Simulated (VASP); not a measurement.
Input of a VASP 6.6.1 run:

INCAR

```
SYSTEM = ZrF
PREC = Accurate ; ENCUT = 520
EDIFF = 1E-6 ; ISMEAR = 0
SIGMA = 0.1 ; LREAL = .FALSE.
LASPH = .TRUE. ; NELM = 80
ALGO = Normal ; ISIF = 2
LWAVE = .FALSE. ; LCHARG = .FALSE.
GGA = PE ; NBANDS = 16
```

The input KPOINTS:

```
regular mesh
0
G
  18 18 18
  0 0 0
```

The input POSCAR:

```
ZrF
1.0
    3.1241698620      0.0000000000      0.0000000000
    0.0000000000      3.1241698620      0.0000000000
    0.0000000000      0.0000000000      3.1241698620
Zr F
1 1
Direct
    0.0000000000      0.0000000000      0.0000000000
    0.5000000000      0.5000000000      0.5000000000
```

Potentials or basis: VASP PAW PBE potentials, release 64 (Zr_sv, F).

Command:

```console
$ cat potpaw_PBE.64/Zr_sv/POTCAR potpaw_PBE.64/F/POTCAR > POTCAR
$ mpirun -np 1 vasp_std > vasp.out
```

Estimate the pressure.

-0.1 GPa.

Predict the band gap on the k mesh.

zero (an odd number of electrons rules out a gap without spin polarisation).

Caveat: an odd number of electrons without spin polarisation forces a metal; a magnetic or distorted state may lie lower.
